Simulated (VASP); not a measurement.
# Au (Im-3m) in VASP: notebook, part 2 of 2

VASP 6.6.1. Earlier steps stand in the parts before.

### Step 3. Single point, LDA

The input, INCAR:

```
PREC = Accurate
ENCUT = 520
EDIFF = 1E-6
ISMEAR = -1
SIGMA = 0.05
LREAL = False
LASPH = True
NELM = 80
ALGO = Normal
ISIF = 2
LWAVE = False
LCHARG = False
GGA = CA
NBANDS = 12
```

The input, KPOINTS:

```
Automatic mesh
0
Gamma
  11 11 11
```

The input, POSCAR:

```
Au
1.0
   -1.6790776720      1.6790776720      1.6790776720
    1.6790776720     -1.6790776720      1.6790776720
    1.6790776720      1.6790776720     -1.6790776720
Au
1
Direct
    0.0000000000      0.0000000000      0.0000000000
```

Potentials or basis: VASP PAW LDA potentials, release 64 (Au).

Command:

```bash
> cat potpaw_LDA.64/Au/POTCAR > POTCAR
> mpirun -np 1 vasp_std > vasp.out
```

Wall time 6.2 s (1 thread of Intel Xeon Platinum 8488C (Sapphire Rapids), shared host); peak memory 0.13 GiB.

It converged, with:

| Property | Result |
| --- | --- |
| Free energy | -4.2851 eV |
| Pressure | -16.4 GPa |

Levels at points of the mesh, in eV from the Fermi level:
```csv
k point,band 2,band 3,band 4,band 5,band 6,band 7,band 8,band 9,band 10,band 11
"(0.00, 0.00, 0.00)",-4.20,-4.20,-4.20,-2.54,-2.54,16.55,16.55,16.55,22.47,22.47
```

Caveat: spin-orbit coupling is left out, which moves the levels of the heavy elements.

### Step 4. Single point, LDA (volume scaled by 1.06)

The input, INCAR:

```
SYSTEM = Au
PREC = Accurate
ENCUT = 520
EDIFF = 1E-6
ISMEAR = -1
SIGMA = 0.05
LREAL = .FALSE.
LASPH = .TRUE.
NELM = 100
ALGO = Fast
ISIF = 2
LWAVE = .FALSE.
LCHARG = .FALSE.
NBANDS = 12
```

The input, KPOINTS:

```
Automatic mesh
0
G
  11 11 11
  0 0 0
```

The input, POSCAR:

```
Au
1.0
   -1.6897727226      1.6897727226      1.6897727226
    1.6897727226     -1.6897727226      1.6897727226
    1.6897727226      1.6897727226     -1.6897727226
Au
1
Direct
    0.0000000000      0.0000000000      0.0000000000
```

Command:

```bash
> cat potpaw_LDA.64/Au/POTCAR > POTCAR
> mpirun -np 1 vasp_std > vasp.out
```

It took 6.4 s on 1 thread of Intel Xeon Platinum 8488C (Sapphire Rapids), shared host; peak memory 0.13 GiB.

It converged, with:

| Item | Value |
| --- | --- |
| Free energy | -4.2463 eV |
| Pressure | -17.9 GPa |

Levels at points of the mesh, in eV from the Fermi level:
```csv
k point,band 3,band 4,band 5,band 6,band 7,band 8,band 9,band 10
"(0.00, 0.00, 0.00)",-4.11,-4.11,-2.50,-2.50,16.53,16.53,16.53,22.15
```

Caveat: the cell differs from its parent crystal (volume scaled by 1.06); spin-orbit coupling is left out, which moves the levels of the heavy elements.

### Step 5. Single point, PBEsol

This run uses another cell than the first one, of 18.94 Å³/atom, 1.020 times its volume.

The input, INCAR:

```
PREC = Accurate
ENCUT = 520
EDIFF = 1E-7
ISMEAR = -1
SIGMA = 0.05
LREAL = F
LASPH = T
NELM = 80
ALGO = Fast
ISIF = 2
LWAVE = F
LCHARG = F
GGA = PS
NBANDS = 12
```

The input, KPOINTS:

```
Automatic mesh
0
Gamma
  11 11 11
```

The input, POSCAR:

```
Au
1.0
   -1.6790776720      1.6790776720      1.6790776720
    1.6790776720     -1.6790776720      1.6790776720
    1.6790776720      1.6790776720     -1.6790776720
Au
1
Direct
    0.0000000000      0.0000000000      0.0000000000
```

Potentials or basis: VASP PAW PBE potentials, release 64 (Au).

Command:

```bash
> cat potpaw_PBE.64/Au/POTCAR > POTCAR
> mpirun -np 1 vasp_std > vasp.out
```

OUTCAR:

```text
PREC = Accurate
   ENCUT = 520
   EDIFF = 1E-7
   ISMEAR = -1
   LREAL = F
   LASPH = T
   NELM = 80
   ISIF = 2
   GGA = PS

 ion  position               nearest neighbor table
   1  0.000  0.000  0.000-

  LATTYP: Found a body centered cubic cell.
 ALAT       =     3.3581553440

  Lattice vectors:

 A1 = (  -1.6790776720,   1.6790776720,   1.6790776720)
 A2 = (   1.6790776720,  -1.6790776720,   1.6790776720)
 A3 = (   1.6790776720,   1.6790776720,  -1.6790776720)

Analysis of symmetry for initial positions (statically):
=====================================================================
 Subroutine PRICEL returns:
 Original cell was already a primitive cell.

 Routine SETGRP: Setting up the symmetry group for a
 body centered cubic supercell.

 Subroutine GETGRP returns: Found 48 space group operations
 (whereof 48 operations were pure point group operations)
 out of a pool of 48 trial point group operations.

The static configuration has the point symmetry O_h .

Analysis of symmetry for dynamics (positions and initial velocities):
=====================================================================
 Subroutine PRICEL returns:
[... 161 lines left out ...]
 Fermi energy:         7.4947363424

 k-point     1 :       0.0000    0.0000    0.0000
  band No.  band energies     occupation
      1      -1.2244      2.00000
      2       3.3207      2.00000
      3       3.3207      2.00000
      4       3.3207      2.00000
      5       4.9647      2.00000
      6       4.9647      2.00000
      7      24.0555      0.00000
      8      24.0555      0.00000
      9      24.0555      0.00000
     10      30.0578      0.00000
     11      30.0578      0.00000
     12      30.0578      0.00000
[... 331 lines left out ...]
 k-point    24 :       0.3636    0.1818    0.0909
  band No.  band energies     occupation
      1       2.0823      2.00000
      2       2.5625      2.00000
      3       4.0224      2.00000
      4       5.0050      2.00000
      5       5.1703      2.00000
      6      10.3351      0.00000
      7      10.7657      0.00000
      8      16.0815      0.00000
      9      18.6816      0.00000
     10      29.0232      0.00000
     11      30.7173      0.00000
     12      32.4715      0.00000

 [... further k-points ...]
[... 5 lines left out ...]
  --------------------------------------------------------------------------------------
  -------------------------------------------------------------------------------------
  Total       -1.5361312     -1.5361312     -1.5361312      0.0000000     -0.0000000      0.0000000
  in kB     -129.9770091   -129.9770091   -129.9770091      0.0000000     -0.0000000      0.0000000
  external PRESSURE =    -129.9770091 kB  Pullay stress =       0.0000000 kB

 VOLUME and BASIS-vectors are now :
 -----------------------------------------------------------------------------
  energy-cutoff  :      520.00
  volume of cell :       18.94
      direct lattice vectors                 reciprocal lattice vectors
    -1.679077672  1.679077672  1.679077672     0.000000000  0.297782532  0.297782532
     1.679077672 -1.679077672  1.679077672     0.297782532  0.000000000  0.297782532
     1.679077672  1.679077672 -1.679077672     0.297782532  0.297782532  0.000000000

 POSITION                                       TOTAL-FORCE (eV/Angst)
 -----------------------------------------------------------------------------------
      0.00000      0.00000      0.00000         0.000000     -0.000000      0.000000
 -----------------------------------------------------------------------------------
    total drift:                               -0.000000     -0.000000      0.000000

  FREE ENERGIE OF THE ION-ELECTRON SYSTEM (eV)
  ---------------------------------------------------
  free  energy   TOTEN  =        -3.8117103019 eV

  energy  without entropy=       -3.8061462991  energy(sigma->0) =       -3.80892830
```

OSZICAR:

```text
N       E                     dE             d eps       ncg     rms          rms(c)
DAV:   1     0.464372266755E+02    0.46437E+02   -0.53829E+03  1408   0.798E+02
DAV:   2    -0.347521986908E+01   -0.49912E+02   -0.46933E+02  1576   0.178E+02
DAV:   3    -0.414467718816E+01   -0.66946E+00   -0.66872E+00  1608   0.200E+01
DAV:   4    -0.414689114110E+01   -0.22140E-02   -0.22139E-02  1516   0.136E+00
DAV:   5    -0.414690828871E+01   -0.17148E-04   -0.17149E-04  1596   0.115E-01    0.680E+00
RMM:   6    -0.382720370857E+01    0.31970E+00   -0.42627E-01  1350   0.531E+00    0.448E+00
RMM:   7    -0.381408700748E+01    0.13117E-01   -0.26810E-02  1428   0.154E+00    0.257E+00
RMM:   8    -0.381176751729E+01    0.23195E-02   -0.23131E-03  1474   0.418E-01    0.368E-01
RMM:   9    -0.381170787569E+01    0.59642E-04   -0.40391E-04  1535   0.167E-01    0.900E-02
RMM:  10    -0.381171031796E+01   -0.24423E-05   -0.56455E-05  1535   0.569E-02    0.466E-02
RMM:  11    -0.381171025176E+01    0.66205E-07   -0.97051E-06  1533   0.217E-02    0.979E-03
RMM:  12    -0.381171028911E+01   -0.37356E-07   -0.13236E-06  1447   0.752E-03    0.633E-03
RMM:  13    -0.381171030191E+01   -0.12799E-07   -0.33273E-07  1249   0.359E-03
   1 F= -.38117103E+01 E0= -.38089283E+01  d E =-.556400E-02
```

It took 10 s on 1 thread of AMD EPYC 7R13 (Zen 3), shared host; peak memory 0.11 GiB.

Results:

```
Free energy : -3.8117 eV
Pressure    : -13.0 GPa
```

Caveat: the PAW data sets were made with another functional, which shifts forces and pressure a little; spin-orbit coupling is left out, which moves the levels of the heavy elements.

### Step 6. The runs side by side

```csv
level,potentials or basis,cell,gap on the mesh (eV),pressure (GPa)
LDA,"VASP PAW LDA potentials, release 64 (Au)","a = 2.889 Å, angles 109.5°, 1 atom",none,-14.7
LDA,"VASP PAW LDA potentials, release 64 (Au)","a = 2.908 Å, angles 109.5°, 1 atom",none,-16.4
LDA,"VASP PAW LDA potentials, release 64 (Au)","a = 2.927 Å, angles 109.5°, 1 atom",none,-17.9
PBEsol,"VASP PAW PBE potentials, release 64 (Au)","a = 2.908 Å, angles 109.5°, 1 atom",none,-13.0
```

Alike in all rows: task single point; no spin polarisation; k mesh 11 × 11 × 11; cutoff (eV) 520; smearing fermi-dirac 0.05 eV.

Caveats: spin-orbit coupling is left out, which moves the levels of the heavy elements; the PAW data sets were made with another functional, which shifts forces and pressure a little (some runs).

Absolute energies hang on the potentials; compare differences alone.
